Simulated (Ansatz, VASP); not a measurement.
## Two plane-wave programs on BeCd3O4

```
CELL_PARAMETERS angstrom
4.77720 0.00000 0.00000
0.00000 4.77720 0.00000
0.00000 0.00000 4.77720
ATOMIC_POSITIONS crystal
Be 0.00000 0.00000 0.00000
Cd 0.00000 0.50000 0.50000
Cd 0.50000 0.50000 0.00000
Cd 0.50000 0.00000 0.50000
O 0.79497 0.79497 0.20503
O 0.79497 0.20503 0.79497
O 0.20503 0.79497 0.79497
O 0.20503 0.20503 0.20503
```

Change from the starting cell: species swapped into the Zn3CdSe4 type (P-43m, No. 215).

Alike in both runs: functional PBE; k mesh 8 × 8 × 8; occupations gaussian, width 0.1 eV; no spin polarisation.

Ansatz relaxed the structure, and its values are those at the end. VASP's run is a single point on that final structure, the one shown.

|  | VASP | Ansatz |
| --- | --- | --- |
| version | VASP 6.6.1 | Ansatz 0.2.0 |
| potentials or method | VASP PAW PBE potentials, release 64 (Be, Cd_sv_GW, O), cutoff 600 eV | scalar-relativistic, plane waves, PAW |
| valence electrons in the cell | 86 | 86 |

|  | VASP | Ansatz | Ansatz less VASP |
| --- | --- | --- | --- |
| pressure (GPa) | -0.5 | 0.0 | +0.51 |
| rms of the force components (eV/Å) | 0.005 | 0.004 | -0.0011 |
